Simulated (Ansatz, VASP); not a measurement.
# One calculation of C3N, two programs

```
CELL_PARAMETERS angstrom
3.68843 0.00000 0.00000
-1.84421 3.19427 0.00000
0.00000 0.00000 6.50593
ATOMIC_POSITIONS crystal
C 0.76198 0.00000 0.75000
C 0.76198 0.76198 0.25000
C 0.23802 0.00000 0.25000
C 0.23802 0.23802 0.75000
C 0.00000 0.76198 0.75000
C 0.00000 0.23802 0.25000
N 0.00000 0.00000 0.50000
N 0.00000 0.00000 0.00000
```

Change from the starting cell: species swapped into the ZrBr3 type (P6_3/mcm, No. 193).

Alike in both runs: functional PBE; k mesh 12 × 12 × 8; occupations gaussian, width 0.1 eV; no spin polarisation.

Ansatz relaxed the structure, and its values are those at the end. VASP's run is a single point on that final structure, the one shown.

|  | VASP | Ansatz |
| --- | --- | --- |
| version | VASP 6.6.1 | Ansatz 0.2.0 |
| potentials or method | VASP PAW PBE potentials, release 64 (C_h, N_h), cutoff 910 eV | scalar-relativistic, plane waves, PAW |
| valence electrons in the cell | 34 | 34 |

```csv
,VASP,Ansatz,Ansatz less VASP
gap on the k mesh at the Fermi level (eV),none,none,-
rms of the force components (eV/Å),0.004,0.001,-0.0030
```

A gap of «none» marks a metal or a gap that the smearing closes. The functional is the same, so the differences come from potentials, cutoffs and numerics.

Noted on VASP's run: the cutoff is under 1.25 times that of the potentials, so the pressure is a little rough.
